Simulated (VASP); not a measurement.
Here is a VASP 6.6.1 calculation.

Contents of INCAR:

```
SYSTEM = Mo
PREC = Accurate ; ENCUT = 520
EDIFF = 1E-6 ; ISMEAR = 0
SIGMA = 0.1 ; LREAL = .False.
LASPH = .True. ; NELM = 150
ALGO = Normal ; ISIF = 2
LWAVE = .False. ; LCHARG = .False.
ISPIN = 2 ; MAGMOM = 1 1
LORBIT = 11 ; LMAXMIX = 4
LDIPOL = .True. ; IDIPOL = 3
DIPOL = 0.5 0.5 0.288 ; GGA = PE
NBANDS = 25
```

The input KPOINTS:

```
Automatic mesh
0
Gamma
  6 6 1
  0 0 0
```

Contents of POSCAR:

```
Mo
1.0
    2.5162385595      0.0000000000      0.0000000000
    0.0000000000      2.5162385595      0.0000000000
    0.0000000000      0.0000000000     29.5136109200
Mo
2
Direct
    0.0000000000      0.5000000000      0.3284993611
    0.5000000000      0.0000000000      0.2475060639
```

Potentials or basis: VASP PAW PBE potentials, release 64 (Mo_sv).

Launch:

```sh
$ cat potpaw_PBE.64/Mo_sv/POTCAR > POTCAR
$ mpirun -np 1 vasp_std > vasp.out
```

(1) What does it give for the net moment?

(2) Estimate the largest force.

(3) Estimate the band gap on the k mesh.

## Answers

(1) 0.00 μB per cell.

(2) 0.026 eV/Å.

(3) zero (filled and empty bands overlap).

Caveat: the k points lie up to 0.42 Å⁻¹ apart, too coarse for converged energies and pressures of a metal.
